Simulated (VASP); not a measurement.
Here is a VASP 6.6.1 calculation.

File INCAR:

```
PREC     = Accurate       # precision mode
ENCUT    = 520            # plane-wave cutoff, eV
EDIFF    = 1E-6           # SCF threshold, eV
ISMEAR   = -1             # smearing method
SIGMA    = 0.05           # smearing width, eV
LREAL    = Auto         
LASPH    = True           # aspherical terms in the spheres
NELM     = 80             # most SCF steps
ALGO     = Normal         # electronic algorithm
ISIF     = 2              # what is computed and relaxed
LWAVE    = False          # write WAVECAR
LCHARG   = True           # write CHGCAR
GGA      = PE             # functional
LELF     = True           # ELF
LVHAR    = True         
NBANDS   = 96             # bands
```

Contents of KPOINTS:

```
Automatic mesh
0
Gamma
  1 1 1
```

Contents of POSCAR:

```
Sr4Ca12B
1.0
    9.0357520000      0.0000000000      0.0000000000
    0.0000000000      9.0357520000      0.0000000000
    0.0000000000      0.0000000000      9.0357520000
Sr Ca B
4 12 1
Direct
   -0.0151583440     -0.0013346185      0.0000132213
    0.5169170060      0.4873677095      0.0000490540
    0.4767246690     -0.0055117046      0.5000709882
    0.0376168154      0.5329890839      0.5000837329
    0.2415348456      0.2536543631      0.2388327469
    0.7381628230      0.7521306882      0.7379861069
    0.4979738227      0.4890947456      0.5000611955
    0.7381802082      0.7521134258      0.2621467691
    0.2415352107      0.2536067042      0.7613094974
    0.0207682281     -0.0142063443      0.5000064586
    0.7679508042      0.2491828962      0.7200078124
    0.2595159221      0.7567064954      0.2248941351
   -0.0101305540      0.5129043540      0.0000060626
    0.2595253861      0.7568342748      0.7752728903
    0.7679417539      0.2491766413      0.2801620368
    0.5107640192      0.0150283724      0.0001060633
    0.3228645839      0.7091527131      0.5000933286
```

Potentials or basis: VASP PAW PBE potentials, release 64 (Sr_sv, Ca_sv, B).

Command:

```console
$ cat potpaw_PBE.64/Sr_sv/POTCAR potpaw_PBE.64/Ca_sv/POTCAR potpaw_PBE.64/B/POTCAR > POTCAR
$ mpirun -np 1 vasp_gam > vasp.out
```

Problem. What does it give for the band gap on the k mesh?

Solution. Zero (an odd number of electrons rules out a gap without spin polarisation).

Problem. What does it give for the pressure?

Solution. -0.5 GPa.

Problem. Predict the largest force.

Solution. 0.045 eV/Å.

Stress tensor (GPa, compression positive):
```
-0.41 -0.40  0.00
-0.40 -0.55  0.00
 0.00  0.00 -0.62
```

Caveat: the k points lie up to 0.70 Å⁻¹ apart, too coarse for converged energies and pressures of a metal.
